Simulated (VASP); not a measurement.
# Al32C (a cell with a defect): single point with LDA

The system is Al32C (a cell with a defect).

```xyz
33
Lattice="8.1000 0.0000 0.0000 0.0000 8.1000 0.0000 0.0000 0.0000 8.1000" Properties=species:S:1:pos:R:3 pbc="T T T"
Al    4.2755    0.1092    0.1453
Al    6.1206    2.0777    0.0161
Al    6.1222   -0.0072    2.0987
Al    0.0123    0.0057    0.0295
Al    2.0212    2.0097    0.0284
Al    4.0765    4.0358    0.0336
Al    6.0912    6.0478    0.0341
Al    2.0170    0.0086    2.0508
Al    4.0369    2.0618    2.0816
Al    6.0899    4.0366    2.0713
Al    4.0797    0.0147    4.0547
Al    6.0899    2.0499    4.0569
Al    6.0908    0.0109    6.0768
Al   -0.0496    4.0052    0.0164
Al    1.9159    5.8552    0.1433
Al   -0.0035    2.0298    2.0508
Al    2.0330    4.0040    2.0968
Al    4.0912    6.0345    2.0956
Al   -0.0643   -0.0085    4.0217
Al    2.0346    2.0901    4.0225
Al    4.0446    4.0588    4.0803
Al    6.0669    6.0817    4.0807
Al    1.8978    0.1249    5.8454
Al    4.0930    2.0708    6.0574
Al    6.0688    4.0573    6.1041
Al   -0.0354    6.0891    2.0817
Al   -0.0235    4.0366    4.0571
Al    2.0116    6.0450    4.0546
Al   -0.0389    2.0654    6.1117
Al    2.0160    4.0359    6.0775
Al    3.9799    6.1473    6.1641
Al   -0.0453    6.0329    6.0576
C     2.7767    7.3539   -0.7573
```

```json
{"Program": "VASP 6.6.1", "Task": "single point", "Functional": "LDA", "Potentials or basis": "VASP PAW LDA potentials, release 64 (Al, C)", "Cutoff": "520 eV", "k mesh": "2 × 2 × 2", "Occupations": "gaussian, width 0.15 eV", "Spin": "no spin polarisation", "Dipole correction": "no", "Further INCAR settings": "LREAL = Auto; ALGO = Normal; EDIFF = 1e-06; NBANDS = 72"}
```

* Pressure: -2.3 GPa
* Largest force: 0.190 eV/Å
* Band gap on the k mesh: zero (bands 50 and 51 overlap by 0.80 eV)

Forces on the atoms (eV/Å):
```
Al  -0.013  0.034  0.017
Al  -0.007 -0.003  0.004
Al  -0.009  0.005 -0.001
Al  -0.014  0.010  0.006
Al  -0.011  0.017  0.006
Al  -0.007  0.007  0.007
Al  -0.008  0.007  0.007
Al  -0.010  0.010  0.007
Al   0.000  0.002  0.003
Al  -0.005  0.004  0.001
Al  -0.008  0.007  0.003
Al  -0.004  0.002  0.002
Al  -0.004  0.010 -0.001
Al   0.002  0.006  0.003
Al  -0.031  0.014  0.018
Al  -0.009  0.009  0.007
Al  -0.005  0.009  0.000
Al  -0.011  0.010 -0.012
Al   0.009  0.005  0.014
Al  -0.006 -0.009  0.013
Al  -0.001 -0.007 -0.009
Al   0.007  0.001 -0.009
Al  -0.006  0.010  0.029
Al  -0.011 -0.008  0.008
Al   0.005 -0.006 -0.001
Al  -0.003  0.000  0.004
Al  -0.002  0.003  0.002
Al  -0.008  0.008  0.003
Al   0.002 -0.002  0.000
Al  -0.009  0.006 -0.001
Al   0.049 -0.050 -0.055
Al   0.007  0.010  0.008
C    0.120 -0.123 -0.082
```

Stress tensor (GPa, compression positive):
```
-2.31  0.21  0.20
 0.21 -2.33 -0.20
 0.20 -0.20 -2.23
```

Levels at points of the mesh, in eV from the Fermi level:
```csv
k point,band 47,band 48,band 49,band 50,band 51,band 52
"(0.00, 0.00, 0.00)",-0.11,-0.09,0.38,0.39,0.45,0.71
"(0.50, 0.00, 0.00)",-0.22,-0.20,-0.14,-0.06,-0.04,0.04
"(0.00, 0.50, 0.00)",-0.22,-0.20,-0.14,-0.06,-0.04,0.04
"(0.00, 0.00, 0.50)",-0.22,-0.19,-0.15,-0.07,-0.03,0.04
"(0.50, 0.50, 0.00)",-0.27,-0.19,0.12,0.12,0.63,0.90
"(0.00, 0.50, 0.50)",-0.27,-0.18,0.11,0.13,0.63,0.91
"(0.50, 0.00, 0.50)",-0.27,-0.18,0.11,0.13,0.63,0.91
"(0.50, 0.50, 0.50)",-0.47,-0.46,-0.46,-0.45,-0.42,-0.41
```

It took 11 min on 1 thread of Intel Xeon 8259CL, on a shared host, peak memory 0.48 GiB.

Caveat: the k points lie up to 0.39 Å⁻¹ apart, too coarse for converged energies and pressures of a metal.
